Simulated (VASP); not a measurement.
A run of VASP 6.6.1 is set up as follows.

Contents of INCAR:

```
ALGO     = Normal         # electronic algorithm
EDIFF    = 1E-6           # SCF threshold, eV
ENCUT    = 520            # plane-wave cutoff, eV
GGA      = PE             # functional
ISIF     = 2              # what is computed and relaxed
ISMEAR   = 0              # smearing method
LASPH    = T              # aspherical terms in the spheres
LCHARG   = F              # write CHGCAR
LREAL    = F              # projectors in reciprocal space
LWAVE    = F              # write WAVECAR
NBANDS   = 9              # bands
NELM     = 80             # most SCF steps
PREC     = Accurate       # precision mode
SIGMA    = 0.1            # smearing width, eV
```

File KPOINTS:

```
k-points
0
Gamma
  12 12 6
```

The input POSCAR:

```
Be
1.0
    2.2647826536      0.0000000000      0.0000000000
   -1.1323913268      1.9613593121      0.0000000000
    0.0000000000      0.0000000000      3.5741024600
Be
2
Direct
    0.3333333333      0.6666666667      0.7500000000
    0.6666666667      0.3333333333      0.2500000000
```

Potentials or basis: VASP PAW PBE potentials, release 64 (Be).

Command:

```console
$ cat potpaw_PBE.64/Be/POTCAR > POTCAR
$ mpirun -np 1 vasp_std > vasp.out
```

Q: Predict the pressure.

A: -0.4 GPa.

Q: Estimate the band gap on the k mesh.

A: Zero (band 2 reaches 7.80 eV, above the bottom of band 3 at 5.91 eV).

Stress tensor (GPa, compression positive):
```
-0.09  0.00  0.00
 0.00 -0.09  0.00
 0.00  0.00 -1.03
```
